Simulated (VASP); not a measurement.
# C (Fd-3m) in VASP: a series of runs

The runs below take C through relaxation of cell and atoms, with LDA.

All numbers are computed with VASP 6.6.1; they aren't measurements. Logs are shortened: lines on timing, memory, paths and dates and some standing lists are left out, and cuts for length are marked.

## (1) The cell of the first run

It takes space group Fd-3m (No. 227, cubic). Conventional cell: a = 3.560 Å, b = 3.560 Å, c = 3.560 Å, α = 90.00°, β = 90.00°, γ = 90.00°. Within 2.1 Å of C (site symmetry -43m) lie 4 C at 1.54 Å.

## (2) Relaxation of cell and atoms, LDA

File INCAR:

```
SYSTEM = C
ALGO     = Normal         ! electronic algorithm
EDIFF    = 1E-7           ! SCF threshold, eV
EDIFFG   = -0.05          ! ionic threshold
ENCUT    = 600            ! plane-wave cutoff, eV
GGA_COMPAT= .False.      
IBRION   = 2              ! ionic algorithm
ISIF     = 3              ! what is computed and relaxed
ISMEAR   = 0              ! smearing method
LASPH    = .True.         ! aspherical terms in the spheres
LCHARG   = .False.        ! write CHGCAR
LREAL    = .False.        ! projectors in reciprocal space
LWAVE    = .False.        ! write WAVECAR
NELM     = 120            ! most SCF steps
NELMIN   = 4            
NSW      = 100            ! ionic steps
PREC     = Accurate       ! precision mode
SIGMA    = 0.1            ! smearing width, eV
```

File KPOINTS:

```
k-points
0
Gamma
  10 10 10
  0 0 0
```

File POSCAR:

```
C
1.0
    0.0000000000      1.7800000000      1.7800000000
    1.7800000000      0.0000000000      1.7800000000
    1.7800000000      1.7800000000      0.0000000000
C
2
Direct
    0.0000000000      0.0000000000      0.0000000000
    0.2500000000      0.2500000000      0.2500000000
```

Potentials or basis: VASP PAW LDA potentials, release 64 (C).

Launch:

```console
$ cat potpaw_LDA.64/C/POTCAR > POTCAR
$ mpirun -np 1 vasp_std > vasp.out
```

OUTCAR:

```text
SYSTEM = C
   EDIFF = 1E-7
   EDIFFG = -0.05
   ENCUT = 600
   IBRION = 2
   ISIF = 3
   ISMEAR = 0
   LASPH = .True.
   LREAL = .False.
   NELM = 120
   NELMIN = 4
   NSW = 100
   PREC = Accurate

 ion  position               nearest neighbor table
   1  0.000  0.000  0.000-   2 1.54   2 1.54   2 1.54   2 1.54
   2  0.250  0.250  0.250-   1 1.54   1 1.54   1 1.54   1 1.54

  LATTYP: Found a face centered cubic cell.
 ALAT       =     3.5600000000

  Lattice vectors:

 A1 = (   0.0000000000,   1.7800000000,   1.7800000000)
 A2 = (   1.7800000000,   0.0000000000,   1.7800000000)
 A3 = (   1.7800000000,   1.7800000000,   0.0000000000)

Analysis of symmetry for initial positions (statically):
=====================================================================
 Subroutine PRICEL returns:
 Original cell was already a primitive cell.

 Routine SETGRP: Setting up the symmetry group for a
 face centered cubic supercell.

 Subroutine GETGRP returns: Found 48 space group operations
 (whereof 24 operations were pure point group operations)
 out of a pool of 48 trial point group operations.

The static configuration has the point symmetry T_d .
 The point group associated with its full space group is O_h .

Analysis of symmetry for dynamics (positions and initial velocities):
=====================================================================
 Subroutine PRICEL returns:
 Original cell was already a primitive cell.

 Routine SETGRP: Setting up the symmetry group for a
 face centered cubic supercell.

 Subroutine GETGRP returns: Found 48 space group operations
 (whereof 24 operations were pure point group operations)
 out of a pool of 48 trial point group operations.

The dynamic configuration has the point symmetry T_d .
 The point group associated with its full space group is O_h .

 Subroutine INISYM returns: Found 48 space group operations
 (whereof 24 operations are pure point group operations),
 and found     1 'primitive' translations

----------------------------------------------------------------------------------------

                                     Primitive cell

  volume of cell :      11.2795

  direct lattice vectors                    reciprocal lattice vectors
     0.000000000  1.780000000  1.780000000    -0.280898876  0.280898876  0.280898876
     1.780000000  0.000000000  1.780000000     0.280898876 -0.280898876  0.280898876
     1.780000000  1.780000000  0.000000000     0.280898876  0.280898876 -0.280898876

  length of vectors
     2.517300141  2.517300141  2.517300141     0.486531126  0.486531126  0.486531126

  position of ions in fractional coordinates (direct lattice)
     0.000000000  0.000000000  0.000000000
     0.250000000  0.250000000  0.250000000

  ion indices of the primitive-cell ions
   primitive index   ion index
                 1           1
                 2           2

----------------------------------------------------------------------------------------

 KPOINTS: k-points

Automatic generation of k-mesh.
 Grid dimensions read from file:
 generate k-points for:   10   10   10

 Generating k-lattice:

  Cartesian coordinates                     Fractional coordinates (reciprocal lattice)
    -0.028089888  0.028089888  0.028089888     0.100000000  0.000000000  0.000000000
     0.028089888 -0.028089888  0.028089888     0.000000000  0.100000000  0.000000000
     0.028089888  0.028089888 -0.028089888     0.000000000  0.000000000  0.100000000

  Length of vectors
     0.048653113  0.048653113  0.048653113

  Shift w.r.t. Gamma in fractional coordinates (k-lattice)
     0.000000000  0.000000000  0.000000000

 Subroutine IBZKPT returns following result:
 ===========================================

 Found     47 irreducible k-points:

 Following reciprocal coordinates:
            Coordinates               Weight
  0.000000  0.000000  0.000000      1.000000
  0.100000  0.000000  0.000000      8.000000
  0.200000  0.000000  0.000000      8.000000
  0.300000  0.000000  0.000000      8.000000
  0.400000  0.000000  0.000000      8.000000
  0.500000  0.000000  0.000000      4.000000
[... 16 lines left out ...]
  0.300000  0.300000  0.000000      6.000000
  0.400000  0.300000  0.000000     24.000000
 [... further k-points ...]
   k-points           NKPTS =     47   k-points in BZ     NKDIM =     47   number of bands    NBANDS=      8
   number of dos      NEDOS =    301   number of ions     NIONS =      2
   total plane-waves  NPLWV =   8000
   dimension x,y,z NGX =    20 NGY =   20 NGZ =   20
   dimension x,y,z NGXF=    40 NGYF=   40 NGZF=   40
   ions per type =               2
   NGX,Y,Z   is equivalent  to a cutoff of  13.21, 13.21, 13.21 a.u.
   NGXF,Y,Z  is equivalent  to a cutoff of  26.42, 26.42, 26.42 a.u.
 SYSTEM =  C
   PREC   = accura    normal or accurate (medium, high low for compatibility)
   ISTART =      0    job   : 0-new  1-cont  2-samecut
   ICHARG =      2    charge: 1-file 2-atom 10-const
   ISPIN  =      1    spin polarized calculation?
   LNONCOLLINEAR =      F non collinear calculations
   LSORBIT =      F    spin-orbit coupling
   LASPH  =      T    aspherical Exc in radial PAW
   ENCUT  =  600.0 eV  44.10 Ry    6.64 a.u.   5.03  5.03  5.03*2*pi/ulx,y,z
   NELM   =    120;   NELMIN=  4; NELMDL= -5     # of ELM steps
   EDIFF  = 0.1E-06   stopping-criterion for ELM
   LREAL  =      F    real-space projection
   EDIFFG = -.5E-01   stopping-criterion for IOM
   NSW    =    100    number of steps for IOM
   IBRION =      2    ionic relax: 0-MD 1-quasi-New 2-CG
   NFREE  =      1    steps in history (QN), initial steepest desc. (CG)
   ISIF   =      3    stress and relaxation
   ISYM   =      2    0-nonsym 1-usesym 2-fastsym
   POTIM  = 0.5000    time-step for ionic-motion
   TEBEG  =    0.0;   TEEND  =   0.0 temperature during run
   PSTRESS=    0.0 pullay stress
   NELECT =       8.0000    total number of electrons
   NUPDOWN=      -1.0000    fix difference up-down
   EMIN   =  10.00;   EMAX   =-10.00  energy-range for DOS
   EFERMI =   0.00;   METHOD = LEGACY
   ISMEAR =     0;   SIGMA  =   0.10  broadening in eV -4-tet -1-fermi 0-gaus
   EFERMI_NEDOS =   21; number of points for ismear=-14 and -15
   IALGO  =     38    algorithm
   IMIX   =      4    mixing-type and parameters
     AMIX     =   0.40;   BMIX     =  1.00
     AMIX_MAG =   1.60;   BMIX_MAG =  1.00
  volume/ion in A,a.u.               =       5.64        38.06
  Fermi-wavevector in a.u.,A,eV,Ry     =   1.459962  2.758928 29.000661  2.131488
  Thomas-Fermi vector in A             =   2.576467
   LORBIT       =      0    0 simple, 1 ext, 2 COOP (PROOUT), +10 PAW based schemes
   GGA     = CA    functional components
   LHFCALC =     F    Hartree Fock is set to
   AEXX    =    0.0000 exact exchange contribution
   IVDW    =     0    specifies the selected vdW correction
   LEPSILON=     F    determine dielectric tensor
   LRPA    =     F    only Hartree local field effects (RPA)
 conjugate gradient relaxation of ions
 non-spin polarized calculation
 Gauss-broadening in eV      SIGMA  =   0.10
  energy-cutoff  :      600.00
  volume of cell :       11.28
 maximum number of plane-waves:       388
   NGX =  9   NGY =  9   NGZ =  9

--------------------------------------- Ionic step        1  -------------------------------------------

 number of electron       7.9999999 magnetization

 Free energy of the ion-electron system (eV)
  ---------------------------------------------------
  ext. energy  EPLUGINS =         0.00000000
  ---------------------------------------------------
  free energy    TOTEN  =       -20.24557392 eV

  energy without entropy =      -20.24557392  energy(sigma->0) =      -20.24557392

------------------------ aborting loop because EDIFF is reached ----------------------------------------

  FORCE on cell =-STRESS in cart. coord.  units (eV):
  Direction    XX          YY          ZZ          XY          YZ          ZX
  --------------------------------------------------------------------------------------
  -------------------------------------------------------------------------------------
  Total       -0.7001665     -0.7001665     -0.7001665      0.0000000      0.0000000      0.0000000
  in kB      -99.4539175    -99.4539175    -99.4539175      0.0000000      0.0000000      0.0000000
  external PRESSURE =     -99.4539175 kB  Pullay stress =       0.0000000 kB
[... 57 lines left out ...]
  energy  without entropy=      -20.2398668424  energy(sigma->0) =      -20.23986684

--------------------------------------- Ionic step        3  -------------------------------------------

 number of electron       7.9999998 magnetization

 Free energy of the ion-electron system (eV)
  ---------------------------------------------------
  ext. energy  EPLUGINS =         0.00000000
  ---------------------------------------------------
  free energy    TOTEN  =       -20.25341274 eV

  energy without entropy =      -20.25341274  energy(sigma->0) =      -20.25341274

 E-fermi :  10.6512     XC(G=0): -13.6344

 val. band max:       10.1324331383   @ k =   0.0000   0.0000   0.0000
 cond. band min:      14.3319421333   @ k =   0.4000   0.4000   0.0000
 fundamental gap:      4.1995089950
 Fermi energy:        10.6511986915

 k-point     1 :       0.0000    0.0000    0.0000
  band No.  band energies     occupation
      1     -11.5589      2.00000
      2      10.1324      2.00000
      3      10.1324      2.00000
      4      10.1324      2.00000
      5      15.7536      0.00000
      6      15.7536      0.00000
      7      15.7536      0.00000
      8      24.3280      0.00000
[... 243 lines left out ...]
 k-point    24 :       0.4000    0.3000    0.0000
  band No.  band energies     occupation
      1      -6.8813      2.00000
      2       2.1124      2.00000
      3       4.0040      2.00000
      4       4.6363      2.00000
      5      14.9672      0.00000
      6      18.1739      0.00000
      7      24.4018      0.00000
      8      24.5072      0.00000

 [... further k-points ...]

------------------------ aborting loop because EDIFF is reached ----------------------------------------

  FORCE on cell =-STRESS in cart. coord.  units (eV):
  Direction    XX          YY          ZZ          XY          YZ          ZX
  --------------------------------------------------------------------------------------
  -------------------------------------------------------------------------------------
  Total       -0.0047475     -0.0047475     -0.0047475     -0.0000000      0.0000000     -0.0000000
  in kB       -0.6894224     -0.6894224     -0.6894224     -0.0000000      0.0000000     -0.0000000
  external PRESSURE =      -0.6894224 kB  Pullay stress =       0.0000000 kB
[... 17 lines left out ...]
  FREE ENERGIE OF THE ION-ELECTRON SYSTEM (eV)
  ---------------------------------------------------
  free  energy   TOTEN  =       -20.2534127425 eV

  energy  without entropy=      -20.2534127425  energy(sigma->0) =      -20.25341274

 reached required accuracy - stopping structural energy minimisation
```

Wall time 6.3 s (1 thread of Intel Xeon Platinum 8488C (Sapphire Rapids), shared host); peak memory 0.11 GiB.

Results:

```yaml
Free_energy: -20.2534 eV
Relaxed_volume: 5.52 Å³/atom
Relaxed_cell: a = 2.499 Å, b = 2.499 Å, c = 2.499 Å, α = 60.00°, β = 60.00°, γ = 60.00°
Space_group_after_relaxing_to_0.1_Å: Fd-3m (No. 227)
Energy_gained_by_relaxing: 3.9 meV/atom
Ionic_steps: 3
Pressure_after_relaxing: -0.1 GPa
Band_gap_on_the_k_mesh: 4.20 eV (least direct gap 5.62 eV)
```

Step by step:
```csv
step,energy change (eV),largest force (eV/Å),pressure (GPa),volume (Å³)
1,0.0000,0.0000,-9.95,11.28
2,0.0057,0.0000,14.15,10.72
3,-0.0078,0.0000,-0.07,11.03
```

Final structure:
```
C
1.0
     0.00000    1.76693    1.76693
     1.76693    0.00000    1.76693
     1.76693    1.76693    0.00000
C
2
Direct
  0.00000 0.00000 0.00000
  0.25000 0.25000 0.25000
```

Levels at points of the mesh, in eV from the valence-band top:
```
           k point  band 1  band 2  band 3  band 4  band 5  band 6  band 7  band 8
(0.00, 0.00, 0.00)  -21.69    0.00    0.00    0.00    5.62    5.62    5.62   14.20
(0.50, 0.00, 0.00)  -15.69  -13.67   -2.86   -2.86    8.50    8.50    9.39   15.66
(0.50, 0.50, 0.00)  -12.81  -12.81   -6.46   -6.46    4.77    4.77   17.05   17.05
```

A k mesh can miss the band edges.

## (3) Relaxation of cell and atoms, LDA

This run uses another cell than the first one, of 5.51 Å³/atom.

File INCAR:

```
ALGO = Normal
EDIFF = 1E-7
EDIFFG = -0.002
ENCUT = 600
GGA_COMPAT = F
IBRION = 2
ISIF = 3
ISMEAR = 0
LASPH = T
LCHARG = F
LREAL = F
LWAVE = F
NELM = 120
NELMIN = 4
NSW = 100
PREC = Accurate
SIGMA = 0.02
```

File KPOINTS:

```
k-points
0
Gamma
  12 12 12
```

File POSCAR:

```
C
1.0
    0.0000000000      1.7657957124      1.7657957124
    1.7657957124      0.0000000000      1.7657957124
    1.7657957124      1.7657957124      0.0000000000
C
2
Direct
    0.0000000000      0.0000000000      0.0000000000
    0.2500000000      0.2500000000      0.2500000000
```

Potentials or basis: VASP PAW LDA potentials, release 64 (C).

Launch:

```console
$ cat potpaw_LDA.64/C/POTCAR > POTCAR
$ mpirun -np 1 vasp_std > vasp.out
```

Wall time 7.6 s (1 thread of Intel Xeon Platinum 8488C (Sapphire Rapids), shared host); peak memory 0.11 GiB.

The run converged. Its results:

```
Free energy                           : -20.2521 eV
Relaxed volume                        : 5.52 Å³/atom
Relaxed cell                          : a = 2.499 Å, b = 2.499 Å, c = 2.499 Å, α = 60.00°, β = 60.00°, γ = 60.00°
Space group after relaxing (to 0.1 Å) : Fd-3m (No. 227)
Energy gained by relaxing             : 0.0 meV/atom
Ionic steps                           : 3
Pressure after relaxing               : 0.0 GPa
Band gap on the k mesh                : 4.19 eV (least direct gap 5.62 eV)
```

Final structure:
```
C
1.0
     0.00000    1.76692    1.76692
     1.76692    0.00000    1.76692
     1.76692    1.76692    0.00000
C
2
Direct
  0.00000 0.00000 0.00000
  0.25000 0.25000 0.25000
```

Levels at points of the mesh, in eV from the valence-band top:
```
           k point  band 1  band 2  band 3  band 4  band 5  band 6  band 7  band 8
(0.00, 0.00, 0.00)  -21.69    0.00    0.00    0.00    5.62    5.62    5.62   14.20
(0.50, 0.00, 0.00)  -15.69  -13.67   -2.86   -2.86    8.50    8.50    9.40   15.66
(0.50, 0.50, 0.00)  -12.81  -12.81   -6.46   -6.46    4.77    4.77   17.05   17.05
```

A k mesh can miss the band edges.
